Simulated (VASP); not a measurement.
# CaSc (Fm-3m) in VASP: a series of runs

CaSc is run at these levels: PBE; tasks: single point, relaxation of cell and atoms.

Everything below comes from runs of VASP 6.6.1. Logs are shortened: lines on timing, memory, paths and dates and some standing lists are left out, and cuts for length are marked.

### 1 The cell of the first run

Symmetry: Fm-3m, No. 225, cubic system. Conventional cell: a = 6.453 Å, b = 6.453 Å, c = 6.453 Å, α = 90.00°, β = 90.00°, γ = 90.00°. Ca (site symmetry m-3m) has 6 Sc at 3.23 Å within 4.2 Å. Sc (site symmetry m-3m) has 6 Ca at 3.23 Å within 4.2 Å.

### 2 Single point, PBE, collinear spin, ferromagnetic start

Contents of INCAR:

```
  PREC = Accurate
  ENCUT = 520
  EDIFF = 1E-6
  ISMEAR = 0
  SIGMA = 0.1
  LREAL = F
  LASPH = T
  NELM = 150
  ALGO = Normal
  ISIF = 2
  LWAVE = F
  LCHARG = F
  ISPIN = 2
  MAGMOM = 0 1
  LORBIT = 11
  LMAXMIX = 4
  GGA = PE
  NBANDS = 22
```

Contents of KPOINTS:

```
regular mesh
0
Gamma
  6 6 6
```

Contents of POSCAR:

```
CaSc
1.0
    0.0000000000      3.2266790112      3.2266790112
    3.2266790112      0.0000000000      3.2266790112
    3.2266790112      3.2266790112      0.0000000000
Ca Sc
1 1
Direct
    0.0000000000      0.0000000000      0.0000000000
    0.5000000000      0.5000000000      0.5000000000
```

Potentials or basis: VASP PAW PBE potentials, release 64 (Ca_sv, Sc_sv).

Started as:

```sh
> cat potpaw_PBE.64/Ca_sv/POTCAR potpaw_PBE.64/Sc_sv/POTCAR > POTCAR
> mpirun -np 1 vasp_std > vasp.out
```

OUTCAR:

```text
PREC = Accurate
   ENCUT = 520
   EDIFF = 1E-6
   ISMEAR = 0
   LREAL = F
   LASPH = T
   NELM = 150
   ISIF = 2
   ISPIN = 2
   LORBIT = 11
   GGA = PE

 ion  position               nearest neighbor table
   1  0.000  0.000  0.000-   2 3.23   2 3.23   2 3.23   2 3.23   2 3.23   2 3.23
   2  0.500  0.500  0.500-   1 3.23   1 3.23   1 3.23   1 3.23   1 3.23   1 3.23

  LATTYP: Found a face centered cubic cell.
 ALAT       =     6.4533580224

  Lattice vectors:

 A1 = (   0.0000000000,   3.2266790112,   3.2266790112)
 A2 = (   3.2266790112,   0.0000000000,   3.2266790112)
 A3 = (   3.2266790112,   3.2266790112,   0.0000000000)

Analysis of symmetry for initial positions (statically):
=====================================================================
 Subroutine PRICEL returns:
 Original cell was already a primitive cell.

 Routine SETGRP: Setting up the symmetry group for a
 face centered cubic supercell.

 Subroutine GETGRP returns: Found 48 space group operations
 (whereof 48 operations were pure point group operations)
 out of a pool of 48 trial point group operations.

The static configuration has the point symmetry O_h .

Analysis of symmetry for dynamics (positions and initial velocities):
=====================================================================
 Subroutine PRICEL returns:
 Original cell was already a primitive cell.

 Routine SETGRP: Setting up the symmetry group for a
 face centered cubic supercell.

 Subroutine GETGRP returns: Found 48 space group operations
 (whereof 48 operations were pure point group operations)
 out of a pool of 48 trial point group operations.

The dynamic configuration has the point symmetry O_h .

Analysis of structural, dynamic, and magnetic symmetry:
=====================================================================
 Subroutine PRICEL returns:
 Original cell was already a primitive cell.

 Routine SETGRP: Setting up the symmetry group for a
 face centered cubic supercell.

 Subroutine GETGRP returns: Found 48 space group operations
 (whereof 48 operations were pure point group operations)
 out of a pool of 48 trial point group operations.

The overall configuration has the point symmetry O_h .

 Subroutine INISYM returns: Found 48 space group operations
 (whereof 48 operations are pure point group operations),
 and found     1 'primitive' translations

----------------------------------------------------------------------------------------

                                     Primitive cell

  volume of cell :      67.1889

  direct lattice vectors                    reciprocal lattice vectors
     0.000000000  3.226679011  3.226679011    -0.154958085  0.154958085  0.154958085
     3.226679011  0.000000000  3.226679011     0.154958085 -0.154958085  0.154958085
     3.226679011  3.226679011  0.000000000     0.154958085  0.154958085 -0.154958085

  length of vectors
     4.563213219  4.563213219  4.563213219     0.268395276  0.268395276  0.268395276

  position of ions in fractional coordinates (direct lattice)
     0.000000000  0.000000000  0.000000000
     0.500000000  0.500000000  0.500000000

  ion indices of the primitive-cell ions
   primitive index   ion index
                 1           1
                 2           2

----------------------------------------------------------------------------------------

 KPOINTS: regular mesh

Automatic generation of k-mesh.
 Grid dimensions read from file:
 generate k-points for:    6    6    6

 Generating k-lattice:

  Cartesian coordinates                     Fractional coordinates (reciprocal lattice)
    -0.025826347  0.025826347  0.025826347     0.166666667  0.000000000  0.000000000
     0.025826347 -0.025826347  0.025826347     0.000000000  0.166666667  0.000000000
     0.025826347  0.025826347 -0.025826347     0.000000000  0.000000000  0.166666667

  Length of vectors
     0.044732546  0.044732546  0.044732546

  Shift w.r.t. Gamma in fractional coordinates (k-lattice)
     0.000000000  0.000000000  0.000000000

 Subroutine IBZKPT returns following result:
 ===========================================

 Found     16 irreducible k-points:

 Following reciprocal coordinates:
            Coordinates               Weight
  0.000000  0.000000  0.000000      1.000000
  0.166667  0.000000  0.000000      8.000000
  0.333333  0.000000  0.000000      8.000000
  0.500000  0.000000  0.000000      4.000000
  0.166667  0.166667  0.000000      6.000000
  0.333333  0.166667  0.000000     24.000000
[... 8 lines left out ...]
 -0.333333  0.333333  0.166667     24.000000
 -0.333333  0.500000  0.166667     12.000000
   k-points           NKPTS =     16   k-points in BZ     NKDIM =     16   number of bands    NBANDS=     22
   number of dos      NEDOS =    301   number of ions     NIONS =      2
   total plane-waves  NPLWV =  46656
   dimension x,y,z NGX =    36 NGY =   36 NGZ =   36
   dimension x,y,z NGXF=    72 NGYF=   72 NGZF=   72
   ions per type =               1   1
   NGX,Y,Z   is equivalent  to a cutoff of  13.12, 13.12, 13.12 a.u.
   NGXF,Y,Z  is equivalent  to a cutoff of  26.23, 26.23, 26.23 a.u.
 SYSTEM =  unknown system
   PREC   = accura    normal or accurate (medium, high low for compatibility)
   ISTART =      0    job   : 0-new  1-cont  2-samecut
   ICHARG =      2    charge: 1-file 2-atom 10-const
   ISPIN  =      2    spin polarized calculation?
   LNONCOLLINEAR =      F non collinear calculations
   LSORBIT =      F    spin-orbit coupling
   LASPH  =      T    aspherical Exc in radial PAW
   ENCUT  =  520.0 eV  38.22 Ry    6.18 a.u.   8.48  8.48  8.48*2*pi/ulx,y,z
   NELM   =    150;   NELMIN=  2; NELMDL= -5     # of ELM steps
   EDIFF  = 0.1E-05   stopping-criterion for ELM
   LREAL  =      F    real-space projection
   EDIFFG = 0.1E-04   stopping-criterion for IOM
   NSW    =      0    number of steps for IOM
   IBRION =     -1    ionic relax: 0-MD 1-quasi-New 2-CG
   NFREE  =      0    steps in history (QN), initial steepest desc. (CG)
   ISIF   =      2    stress and relaxation
   ISYM   =      2    0-nonsym 1-usesym 2-fastsym
   POTIM  = 0.5000    time-step for ionic-motion
   TEBEG  =    0.0;   TEEND  =   0.0 temperature during run
   PSTRESS=    0.0 pullay stress
   NELECT =      21.0000    total number of electrons
   NUPDOWN=      -1.0000    fix difference up-down
   EMIN   =  10.00;   EMAX   =-10.00  energy-range for DOS
   EFERMI =   0.00;   METHOD = LEGACY
   ISMEAR =     0;   SIGMA  =   0.10  broadening in eV -4-tet -1-fermi 0-gaus
   EFERMI_NEDOS =   21; number of points for ismear=-14 and -15
   IALGO  =     38    algorithm
   IMIX   =      4    mixing-type and parameters
     AMIX     =   0.40;   BMIX     =  1.00
     AMIX_MAG =   1.60;   BMIX_MAG =  1.00
  volume/ion in A,a.u.               =      33.59       226.71
  Fermi-wavevector in a.u.,A,eV,Ry     =   1.111004  2.099493 16.794068  1.234329
  Thomas-Fermi vector in A             =   2.247562
   LORBIT       =     11    0 simple, 1 ext, 2 COOP (PROOUT), +10 PAW based schemes
   GGA     = PE    functional components
   LHFCALC =     F    Hartree Fock is set to
   AEXX    =    0.0000 exact exchange contribution
   IVDW    =     0    specifies the selected vdW correction
   LEPSILON=     F    determine dielectric tensor
   LRPA    =     F    only Hartree local field effects (RPA)
 spin polarized calculation
 Gauss-broadening in eV      SIGMA  =   0.10
  energy-cutoff  :      520.00
  volume of cell :       67.19
 maximum number of plane-waves:      1821
 NGX is ok and might be reduce to    36
   NGX = 17   NGY = 17   NGZ = 17

 number of electron      21.0000001 magnetization       0.2835415

 Free energy of the ion-electron system (eV)
  ---------------------------------------------------
  ext. energy  EPLUGINS =         0.00000000
  ---------------------------------------------------
  free energy    TOTEN  =        -6.55188878 eV

  energy without entropy =       -6.53115515  energy(sigma->0) =       -6.54152196

 E-fermi :   2.5525     XC(G=0):  -8.5490

 val. band max:        2.5389986832   @ k =   0.5000   0.3333   0.1667
 cond. band min:       2.5835175119   @ k =   0.1667   0.1667   0.0000
 fundamental gap:      0.0445188286
 Fermi energy:         2.5524990476

 spin component 1

 k-point     1 :       0.0000    0.0000    0.0000
  band No.  band energies     occupation
      1     -47.9883      1.00000
      2     -38.8531      1.00000
      3     -26.6208      1.00000
      4     -26.6208      1.00000
      5     -26.6208      1.00000
      6     -19.8767      1.00000
[... 14 lines left out ...]
     21       9.0984      0.00000
     22       9.0984      0.00000

 k-point     2 :       0.1667    0.0000    0.0000
  band No.  band energies     occupation
      1     -47.9882      1.00000
      2     -38.8528      1.00000
      3     -26.6225      1.00000
      4     -26.6210      1.00000
      5     -26.6210      1.00000
      6     -19.8853      1.00000
[... 14 lines left out ...]
     21       9.6443      0.00000
     22       9.9186      0.00000

 k-point     3 :       0.3333    0.0000    0.0000
  band No.  band energies     occupation
      1     -47.9879      1.00000
      2     -38.8523      1.00000
      3     -26.6259      1.00000
      4     -26.6212      1.00000
      5     -26.6212      1.00000
      6     -19.9024      1.00000
[... 14 lines left out ...]
     21      10.5259      0.00000
     22      10.7149      0.00000
[... 276 lines left out ...]
 k-point    15 :      -0.3333    0.3333    0.1667
  band No.  band energies     occupation
      1     -47.9876      1.00000
      2     -38.8516      1.00000
      3     -26.6282      1.00000
      4     -26.6268      1.00000
      5     -26.6227      1.00000
      6     -19.9006      1.00000
[... 14 lines left out ...]
     21       8.1929      0.00000
     22       8.6778      0.00000

 k-point    16 :      -0.3333    0.5000    0.1667
  band No.  band energies     occupation
      1     -47.9876      1.00000
      2     -38.8514      1.00000
      3     -26.6301      1.00000
      4     -26.6270      1.00000
      5     -26.6237      1.00000
      6     -19.8971      1.00000
[... 14 lines left out ...]
     21       7.7365      0.00000
     22       8.3133      0.00000
 Fermi energy:         2.5524990476

 spin component 2

 k-point     1 :       0.0000    0.0000    0.0000
  band No.  band energies     occupation
      1     -47.8509      1.00000
      2     -38.8296      1.00000
      3     -26.4798      1.00000
      4     -26.4798      1.00000
      5     -26.4798      1.00000
      6     -19.8515      1.00000
[... 14 lines left out ...]
     21       9.2710      0.00000
     22       9.2710      0.00000

 k-point     2 :       0.1667    0.0000    0.0000
  band No.  band energies     occupation
      1     -47.8508      1.00000
      2     -38.8293      1.00000
      3     -26.4815      1.00000
      4     -26.4799      1.00000
      5     -26.4799      1.00000
      6     -19.8600      1.00000
[... 14 lines left out ...]
     21       9.6230      0.00000
     22      10.0564      0.00000

 k-point     3 :       0.3333    0.0000    0.0000
  band No.  band energies     occupation
      1     -47.8505      1.00000
      2     -38.8288      1.00000
      3     -26.4849      1.00000
      4     -26.4802      1.00000
      5     -26.4802      1.00000
      6     -19.8770      1.00000
[... 14 lines left out ...]
     21      10.5495      0.00000
     22      10.8108      0.00000
[... 276 lines left out ...]
 k-point    15 :      -0.3333    0.3333    0.1667
  band No.  band energies     occupation
      1     -47.8502      1.00000
      2     -38.8281      1.00000
      3     -26.4872      1.00000
      4     -26.4857      1.00000
      5     -26.4817      1.00000
      6     -19.8752      1.00000
[... 14 lines left out ...]
     21       8.2801      0.00000
     22       8.7506      0.00000

 k-point    16 :      -0.3333    0.5000    0.1667
  band No.  band energies     occupation
      1     -47.8502      1.00000
      2     -38.8279      1.00000
      3     -26.4891      1.00000
      4     -26.4860      1.00000
      5     -26.4826      1.00000
      6     -19.8717      1.00000
[... 14 lines left out ...]
     21       7.8381      0.00000
     22       8.3945      0.00000

------------------------ aborting loop because EDIFF is reached ----------------------------------------

  FORCE on cell =-STRESS in cart. coord.  units (eV):
  Direction    XX          YY          ZZ          XY          YZ          ZX
  --------------------------------------------------------------------------------------
  -------------------------------------------------------------------------------------
  Total        0.0430677      0.0430677      0.0430677     -0.0000000      0.0000000     -0.0000000
  in kB        1.0269866      1.0269866      1.0269866     -0.0000000      0.0000000     -0.0000000
  external PRESSURE =       1.0269866 kB  Pullay stress =       0.0000000 kB

 VOLUME and BASIS-vectors are now :
 -----------------------------------------------------------------------------
  energy-cutoff  :      520.00
  volume of cell :       67.19
      direct lattice vectors                 reciprocal lattice vectors
     0.000000000  3.226679011  3.226679011    -0.154958085  0.154958085  0.154958085
     3.226679011  0.000000000  3.226679011     0.154958085 -0.154958085  0.154958085
     3.226679011  3.226679011  0.000000000     0.154958085  0.154958085 -0.154958085

 POSITION                                       TOTAL-FORCE (eV/Angst)
 -----------------------------------------------------------------------------------
      0.00000      0.00000      0.00000         0.000000     -0.000000      0.000000
      3.22668      3.22668      3.22668        -0.000000      0.000000     -0.000000
 -----------------------------------------------------------------------------------
    total drift:                                0.000000      0.000000      0.000000

  FREE ENERGIE OF THE ION-ELECTRON SYSTEM (eV)
  ---------------------------------------------------
  free  energy   TOTEN  =        -6.5518887823 eV

  energy  without entropy=       -6.5311551466  energy(sigma->0) =       -6.54152196

 total charge

# of ion       s       p       d       tot
------------------------------------------
    1        2.091   5.835   0.242   8.168
    2        2.255   6.036   1.005   9.296
--------------------------------------------------
tot          4.347  11.871   1.247  17.464

 magnetization (x)

# of ion       s       p       d       tot
------------------------------------------
    1        0.003   0.002   0.022   0.027
    2        0.011   0.002   0.150   0.163
--------------------------------------------------
tot          0.014   0.004   0.172   0.190
```

Wall time 26 s (1 thread of Intel Xeon 6975P-C (Granite Rapids), shared host); peak memory 0.25 GiB.

What came out:

- Free energy: -6.5519 eV
- Pressure: 0.1 GPa
- Net moment: 0.28 μB per cell
- Site moments: Ca +0.03; Sc +0.16 μB
- Valence electrons inside the program's atomic spheres: Ca 8.17; Sc 9.30

Levels at points of the mesh, in eV from the Fermi level:
Spin up:
| k point | band 7 | band 8 | band 9 | band 10 | band 11 | band 12 | band 13 | band 14 | band 15 | band 16 |
| --- | --- | --- | --- | --- | --- | --- | --- | --- | --- | --- |
| (0.00, 0.00, 0.00) | -22.43 | -22.43 | -4.46 | -0.14 | -0.14 | -0.13 | -0.13 | -0.13 | 3.94 | 3.94 |
| (0.50, 0.00, 0.00) | -22.44 | -22.44 | -1.90 | -1.64 | 0.40 | 0.40 | 1.23 | 1.23 | 1.49 | 1.71 |
| (0.50, 0.50, 0.00) | -22.44 | -22.44 | -1.55 | -1.14 | -0.55 | 0.28 | 0.32 | 1.40 | 1.40 | 2.85 |
Spin down:
```tsv
k point	band 7	band 8	band 9	band 10	band 11	band 12	band 13	band 14
(0.00, 0.00, 0.00)	-22.40	-22.40	-4.38	-0.06	-0.06	-0.06	0.06	0.06
(0.50, 0.00, 0.00)	-22.41	-22.41	-1.82	-1.58	0.57	0.57	1.37	1.37
(0.50, 0.50, 0.00)	-22.41	-22.41	-1.41	-1.09	-0.49	0.47	0.53	1.50
```

### 3 Single point, PBE

Contents of INCAR:

```
SYSTEM = CaSc
ALGO = Normal ; EDIFF = 1E-6
ENCUT = 520 ; GGA = PE
ISIF = 2 ; ISMEAR = 0
LASPH = .True. ; LCHARG = .True.
LELF = .True. ; LREAL = .False.
LVHAR = .True. ; LWAVE = .False.
NBANDS = 18 ; NELM = 100
PREC = Accurate ; SIGMA = 0.1
```

Contents of KPOINTS:

```
k-points
0
Gamma
  6 6 6
  0 0 0
```

POSCAR is that of step 2.

Potentials or basis: VASP PAW PBE potentials, release 64 (Ca_sv, Sc_sv).

Started as:

```sh
> cat potpaw_PBE.64/Ca_sv/POTCAR potpaw_PBE.64/Sc_sv/POTCAR > POTCAR
> mpirun -np 1 vasp_std > vasp.out
```

Run time: 38 s. Hardware: 1 thread of Intel Xeon 6975P-C, shared host; peak memory 0.2 GiB.

It converged, with:

```yaml
Free_energy: -6.5511 eV
Pressure: 0.2 GPa
```

Levels at points of the mesh, in eV from the Fermi level:
| k point | band 7 | band 8 | band 9 | band 10 | band 11 | band 12 | band 13 | band 14 |
| --- | --- | --- | --- | --- | --- | --- | --- | --- |
| (0.00, 0.00, 0.00) | -22.44 | -22.44 | -4.44 | -0.12 | -0.12 | -0.12 | -0.07 | -0.07 |
| (0.50, 0.00, 0.00) | -22.44 | -22.44 | -1.88 | -1.63 | 0.46 | 0.46 | 1.27 | 1.27 |
| (0.50, 0.50, 0.00) | -22.44 | -22.44 | -1.50 | -1.14 | -0.54 | 0.35 | 0.40 | 1.42 |

(Part 1 of 2 ends here.)
